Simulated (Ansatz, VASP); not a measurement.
# Mg in VASP and in Ansatz

```xyz
1
Lattice="-1.8086 1.8086 1.8965 1.8086 -1.8086 1.8965 1.8086 1.8086 -1.8965" Properties=species:S:1:pos:R:3 pbc="T T T"
Mg    0.0000    0.0000    0.0000
```

Alike in both runs: task single point; functional PBE; k mesh 20 × 20 × 20; occupations gaussian, width 0.15 eV; no spin polarisation.

|  | VASP | Ansatz |
| --- | --- | --- |
| version | VASP 6.6.1 | Ansatz 0.2.0 |
| potentials or method | VASP PAW PBE potentials, release 64 (Mg), cutoff 520 eV | scalar-relativistic, plane waves, PAW |
| valence electrons in the cell | 2 | 10 |

Ansatz gave:

```
gap on the k mesh at the Fermi level (eV)                     : none
pressure (GPa)                                                : -2.3
traceless stress, the component that is largest in VASP (GPa) : 0.08
```

Q: What did VASP give for the same quantities?

A: gap on the k mesh at the Fermi level (eV): none; pressure (GPa): -2.5; traceless stress, the component that is largest in VASP (GPa): 0.08.

A gap of «none» marks a metal or a gap that the smearing closes. VASP's potentials hold 2 valence electrons a cell and Ansatz's 10, so a difference there can come from the potentials and not from the codes.
